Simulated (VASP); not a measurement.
# ZnS (F-43m) in VASP: further runs

The runs below take ZnS through single point, relaxation of cell and atoms, with PBE.

Program: VASP 6.6.1. These are calculated values, not measurements. Logs are shortened: lines on timing, memory, paths and dates and some standing lists are left out, and cuts for length are marked.

**1. The cell of the first run**

Symmetry: F-43m, No. 216, cubic system. The conventional cell has a = 5.410 Å, b = 5.410 Å, c = 5.410 Å, α = 90.00°, β = 90.00°, γ = 90.00°. Within 3.1 Å of Zn (site symmetry -43m) lie 4 S at 2.34 Å. Within 3.1 Å of S (site symmetry -43m) lie 4 Zn at 2.34 Å.

**2. Single point, PBE**

INCAR

```
SYSTEM = ZnS
ALGO = Normal
EDIFF = 1E-6
ENCUT = 500
GGA = PE
GGA_COMPAT = .False.
ISIF = 2
ISMEAR = 0
LASPH = .True.
LCHARG = .False.
LREAL = .False.
LWAVE = .False.
NBANDS = 16
NELM = 120
PREC = Accurate
SIGMA = 0.1
```

KPOINTS

```
k-points
0
Gamma
  6 6 6
  0 0 0
```

POSCAR

```
ZnS
1.0
    0.0000000000      2.7050000000      2.7050000000
    2.7050000000      0.0000000000      2.7050000000
    2.7050000000      2.7050000000      0.0000000000
Zn S
1 1
Direct
    0.0000000000      0.0000000000      0.0000000000
    0.2500000000      0.2500000000      0.2500000000
```

Potentials or basis: VASP PAW PBE potentials, release 64 (Zn, S).

Run with:

```bash
cat potpaw_PBE.64/Zn/POTCAR potpaw_PBE.64/S/POTCAR > POTCAR
mpirun -np 1 vasp_std > vasp.out
```

OUTCAR:

```text
SYSTEM = ZnS
   EDIFF = 1E-6
   ENCUT = 500
   GGA = PE
   ISIF = 2
   ISMEAR = 0
   LASPH = .True.
   LREAL = .False.
   NELM = 120
   PREC = Accurate

 ion  position               nearest neighbor table
   1  0.000  0.000  0.000-   2 2.34   2 2.34   2 2.34   2 2.34
   2  0.250  0.250  0.250-   1 2.34   1 2.34   1 2.34   1 2.34

  LATTYP: Found a face centered cubic cell.
 ALAT       =     5.4100000000

  Lattice vectors:

 A1 = (   0.0000000000,   2.7050000000,   2.7050000000)
 A2 = (   2.7050000000,   0.0000000000,   2.7050000000)
 A3 = (   2.7050000000,   2.7050000000,   0.0000000000)

Analysis of symmetry for initial positions (statically):
=====================================================================
 Subroutine PRICEL returns:
 Original cell was already a primitive cell.

 Routine SETGRP: Setting up the symmetry group for a
 face centered cubic supercell.

 Subroutine GETGRP returns: Found 24 space group operations
 (whereof 24 operations were pure point group operations)
 out of a pool of 48 trial point group operations.

The static configuration has the point symmetry T_d .

Analysis of symmetry for dynamics (positions and initial velocities):
=====================================================================
 Subroutine PRICEL returns:
 Original cell was already a primitive cell.

 Routine SETGRP: Setting up the symmetry group for a
 face centered cubic supercell.

 Subroutine GETGRP returns: Found 24 space group operations
 (whereof 24 operations were pure point group operations)
 out of a pool of 48 trial point group operations.

The dynamic configuration has the point symmetry T_d .

 Subroutine INISYM returns: Found 24 space group operations
 (whereof 24 operations are pure point group operations),
 and found     1 'primitive' translations

----------------------------------------------------------------------------------------

                                     Primitive cell

  volume of cell :      39.5851

  direct lattice vectors                    reciprocal lattice vectors
     0.000000000  2.705000000  2.705000000    -0.184842884  0.184842884  0.184842884
     2.705000000  0.000000000  2.705000000     0.184842884 -0.184842884  0.184842884
     2.705000000  2.705000000  0.000000000     0.184842884  0.184842884 -0.184842884

  length of vectors
     3.825447686  3.825447686  3.825447686     0.320157266  0.320157266  0.320157266

  position of ions in fractional coordinates (direct lattice)
     0.000000000  0.000000000  0.000000000
     0.250000000  0.250000000  0.250000000

  ion indices of the primitive-cell ions
   primitive index   ion index
                 1           1
                 2           2

----------------------------------------------------------------------------------------

 KPOINTS: k-points

Automatic generation of k-mesh.
 Grid dimensions read from file:
 generate k-points for:    6    6    6

 Generating k-lattice:

  Cartesian coordinates                     Fractional coordinates (reciprocal lattice)
    -0.030807147  0.030807147  0.030807147     0.166666667  0.000000000  0.000000000
     0.030807147 -0.030807147  0.030807147     0.000000000  0.166666667  0.000000000
     0.030807147  0.030807147 -0.030807147     0.000000000  0.000000000  0.166666667

  Length of vectors
     0.053359544  0.053359544  0.053359544

  Shift w.r.t. Gamma in fractional coordinates (k-lattice)
     0.000000000  0.000000000  0.000000000

 Subroutine IBZKPT returns following result:
 ===========================================

 Found     16 irreducible k-points:

 Following reciprocal coordinates:
            Coordinates               Weight
  0.000000  0.000000  0.000000      1.000000
  0.166667  0.000000  0.000000      8.000000
  0.333333  0.000000  0.000000      8.000000
  0.500000  0.000000  0.000000      4.000000
  0.166667  0.166667  0.000000      6.000000
  0.333333  0.166667  0.000000     24.000000
[... 8 lines left out ...]
 -0.333333  0.333333  0.166667     24.000000
 -0.333333  0.500000  0.166667     12.000000
   k-points           NKPTS =     16   k-points in BZ     NKDIM =     16   number of bands    NBANDS=     16
   number of dos      NEDOS =    301   number of ions     NIONS =      2
   total plane-waves  NPLWV =  21952
   dimension x,y,z NGX =    28 NGY =   28 NGZ =   28
   dimension x,y,z NGXF=    56 NGYF=   56 NGZF=   56
   ions per type =               1   1
   NGX,Y,Z   is equivalent  to a cutoff of  12.17, 12.17, 12.17 a.u.
   NGXF,Y,Z  is equivalent  to a cutoff of  24.34, 24.34, 24.34 a.u.
 SYSTEM =  ZnS
   PREC   = accura    normal or accurate (medium, high low for compatibility)
   ISTART =      0    job   : 0-new  1-cont  2-samecut
   ICHARG =      2    charge: 1-file 2-atom 10-const
   ISPIN  =      1    spin polarized calculation?
   LNONCOLLINEAR =      F non collinear calculations
   LSORBIT =      F    spin-orbit coupling
   LASPH  =      T    aspherical Exc in radial PAW
   ENCUT  =  500.0 eV  36.75 Ry    6.06 a.u.   6.97  6.97  6.97*2*pi/ulx,y,z
   NELM   =    120;   NELMIN=  2; NELMDL= -5     # of ELM steps
   EDIFF  = 0.1E-05   stopping-criterion for ELM
   LREAL  =      F    real-space projection
   EDIFFG = 0.1E-04   stopping-criterion for IOM
   NSW    =      0    number of steps for IOM
   IBRION =     -1    ionic relax: 0-MD 1-quasi-New 2-CG
   NFREE  =      0    steps in history (QN), initial steepest desc. (CG)
   ISIF   =      2    stress and relaxation
   ISYM   =      2    0-nonsym 1-usesym 2-fastsym
   POTIM  = 0.5000    time-step for ionic-motion
   TEBEG  =    0.0;   TEEND  =   0.0 temperature during run
   PSTRESS=    0.0 pullay stress
   NELECT =      18.0000    total number of electrons
   NUPDOWN=      -1.0000    fix difference up-down
   EMIN   =  10.00;   EMAX   =-10.00  energy-range for DOS
   EFERMI =   0.00;   METHOD = LEGACY
   ISMEAR =     0;   SIGMA  =   0.10  broadening in eV -4-tet -1-fermi 0-gaus
   EFERMI_NEDOS =   21; number of points for ismear=-14 and -15
   IALGO  =     38    algorithm
   IMIX   =      4    mixing-type and parameters
     AMIX     =   0.40;   BMIX     =  1.00
     AMIX_MAG =   1.60;   BMIX_MAG =  1.00
  volume/ion in A,a.u.               =      19.79       133.57
  Fermi-wavevector in a.u.,A,eV,Ry     =   1.258892  2.378961 21.562629  1.584809
  Thomas-Fermi vector in A             =   2.392479
   LORBIT       =      0    0 simple, 1 ext, 2 COOP (PROOUT), +10 PAW based schemes
   GGA     = PE    functional components
   LHFCALC =     F    Hartree Fock is set to
   AEXX    =    0.0000 exact exchange contribution
   IVDW    =     0    specifies the selected vdW correction
   LEPSILON=     F    determine dielectric tensor
   LRPA    =     F    only Hartree local field effects (RPA)
 non-spin polarized calculation
 Gauss-broadening in eV      SIGMA  =   0.10
  energy-cutoff  :      500.00
  volume of cell :       39.59
 maximum number of plane-waves:      1018
   NGX = 13   NGY = 13   NGZ = 13

 number of electron      17.9999998 magnetization

 Free energy of the ion-electron system (eV)
  ---------------------------------------------------
  ext. energy  EPLUGINS =         0.00000000
  ---------------------------------------------------
  free energy    TOTEN  =        -6.84535738 eV

  energy without entropy =       -6.84535738  energy(sigma->0) =       -6.84535738

 E-fermi :   2.5271     XC(G=0):  -9.6137

 val. band max:        2.0783627367   @ k =   0.0000   0.0000   0.0000
 cond. band min:       4.1767792336   @ k =   0.0000   0.0000   0.0000
 fundamental gap:      2.0984164969
 Fermi energy:         2.5270636844

 k-point     1 :       0.0000    0.0000    0.0000
  band No.  band energies     occupation
      1     -11.0387      2.00000
      2      -4.2497      2.00000
      3      -4.2497      2.00000
      4      -4.2497      2.00000
      5      -3.7557      2.00000
      6      -3.7557      2.00000
[... 8 lines left out ...]
     15      13.8362      0.00000
     16      13.9290      0.00000

 k-point     2 :       0.1667    0.0000    0.0000
  band No.  band energies     occupation
      1     -10.8375      2.00000
      2      -4.2419      2.00000
      3      -4.2147      2.00000
      4      -4.2147      2.00000
      5      -3.7576      2.00000
      6      -3.7576      2.00000
[... 8 lines left out ...]
     15      13.0521      0.00000
     16      14.7681      0.00000

 k-point     3 :       0.3333    0.0000    0.0000
  band No.  band energies     occupation
      1     -10.3813      2.00000
      2      -4.1563      2.00000
      3      -4.1563      2.00000
      4      -4.0840      2.00000
      5      -3.7440      2.00000
      6      -3.7440      2.00000
[... 8 lines left out ...]
     15      13.6588      0.00000
     16      13.9349      0.00000

 k-point     4 :       0.5000    0.0000    0.0000
  band No.  band energies     occupation
      1     -10.1175      2.00000
      2      -4.1355      2.00000
      3      -4.1355      2.00000
      4      -3.7256      2.00000
      5      -3.7256      2.00000
      6      -3.5539      2.00000
[... 8 lines left out ...]
     15      15.4769      0.00000
     16      15.4769      0.00000
[... 172 lines left out ...]
 k-point    14 :       0.5000    0.3333    0.1667
  band No.  band energies     occupation
      1     -10.0650      2.00000
      2      -4.1564      2.00000
      3      -4.0714      2.00000
      4      -3.9544      2.00000
      5      -3.7326      2.00000
      6      -3.6806      2.00000
[... 8 lines left out ...]
     15      16.0145      0.00000
     16      16.6314      0.00000

 k-point    15 :      -0.3333    0.3333    0.1667
  band No.  band energies     occupation
      1      -9.8855      2.00000
      2      -4.1168      2.00000
      3      -4.0303      2.00000
      4      -3.8075      2.00000
      5      -3.7652      2.00000
      6      -3.4446      2.00000
[... 8 lines left out ...]
     15      15.8030      0.00000
     16      16.4866      0.00000

 k-point    16 :      -0.3333    0.5000    0.1667
  band No.  band energies     occupation
      1      -9.8032      2.00000
      2      -4.1569      2.00000
      3      -3.9581      2.00000
      4      -3.8706      2.00000
      5      -3.7328      2.00000
      6      -3.4041      2.00000
[... 8 lines left out ...]
     15      15.9747      0.00000
     16      16.9161      0.00000

------------------------ aborting loop because EDIFF is reached ----------------------------------------

  FORCE on cell =-STRESS in cart. coord.  units (eV):
  Direction    XX          YY          ZZ          XY          YZ          ZX
  --------------------------------------------------------------------------------------
  -------------------------------------------------------------------------------------
  Total        0.3739089      0.3739089      0.3739089      0.0000000      0.0000000      0.0000000
  in kB       15.1336822     15.1336822     15.1336822      0.0000000      0.0000000      0.0000000
  external PRESSURE =      15.1336822 kB  Pullay stress =       0.0000000 kB

 VOLUME and BASIS-vectors are now :
 -----------------------------------------------------------------------------
  energy-cutoff  :      500.00
  volume of cell :       39.59
      direct lattice vectors                 reciprocal lattice vectors
     0.000000000  2.705000000  2.705000000    -0.184842884  0.184842884  0.184842884
     2.705000000  0.000000000  2.705000000     0.184842884 -0.184842884  0.184842884
     2.705000000  2.705000000  0.000000000     0.184842884  0.184842884 -0.184842884

 POSITION                                       TOTAL-FORCE (eV/Angst)
 -----------------------------------------------------------------------------------
      0.00000      0.00000      0.00000        -0.000000      0.000000      0.000000
      1.35250      1.35250      1.35250         0.000000     -0.000000     -0.000000
 -----------------------------------------------------------------------------------
    total drift:                                0.000000      0.000000      0.000000

  FREE ENERGIE OF THE ION-ELECTRON SYSTEM (eV)
  ---------------------------------------------------
  free  energy   TOTEN  =        -6.8453573784 eV

  energy  without entropy=       -6.8453573784  energy(sigma->0) =       -6.84535738
```

Run time: 14 s. Hardware: 1 thread of Intel Xeon 8259CL, shared host; peak memory 0.15 GiB.

Results:

```yaml
Free_energy: -6.8454 eV
Pressure: 1.5 GPa
Band_gap_on_the_k_mesh: 2.10 eV
```

**3. Single point, PBE**

This run uses another cell than the first one, of 20.16 Å³/atom.

INCAR

```
SYSTEM = ZnS
ALGO = Normal ; EDIFF = 1E-6
ENCUT = 500 ; GGA = PE
GGA_COMPAT = .False. ; ISIF = 2
ISMEAR = 0 ; LASPH = .True.
LCHARG = .True. ; LELF = .True.
LREAL = .False. ; LVHAR = .True.
LWAVE = .False. ; NBANDS = 16
NELM = 120 ; PREC = Accurate
SIGMA = 0.02
```

KPOINTS

```
k-points
0
Gamma
  8 8 8
  0 0 0
```

POSCAR

```
ZnS
1.0
    0.0000000000      2.7215931340      2.7215931340
    2.7215931340      0.0000000000      2.7215931340
    2.7215931340      2.7215931340      0.0000000000
Zn S
1 1
Direct
    0.0000000000      0.0000000000      0.0000000000
    0.2500000000      0.2500000000      0.2500000000
```

Potentials or basis: VASP PAW PBE potentials, release 64 (Zn, S).

Run with:

```bash
cat potpaw_PBE.64/Zn/POTCAR potpaw_PBE.64/S/POTCAR > POTCAR
mpirun -np 1 vasp_std > vasp.out
```

It took 23 s on 1 thread of Intel Xeon 8259CL, shared host; peak memory 0.16 GiB.

Results (log left out):

```yaml
Free_energy: -6.8521 eV
Pressure: 0.2 GPa
Band_gap_on_the_k_mesh: 2.02 eV
```

Levels at points of the mesh, in eV from the valence-band top:
| k point | band 7 | band 8 | band 9 | band 10 | band 11 | band 12 |
| --- | --- | --- | --- | --- | --- | --- |
| (0.00, 0.00, 0.00) | 0.00 | 0.00 | 0.00 | 2.02 | 6.41 | 6.41 |
| (0.50, 0.00, 0.00) | -5.15 | -0.83 | -0.83 | 3.27 | 6.94 | 6.94 |
| (0.50, 0.50, 0.00) | -4.47 | -2.14 | -2.14 | 3.45 | 4.07 | 10.83 |

(Continued in part 2 of 2.)
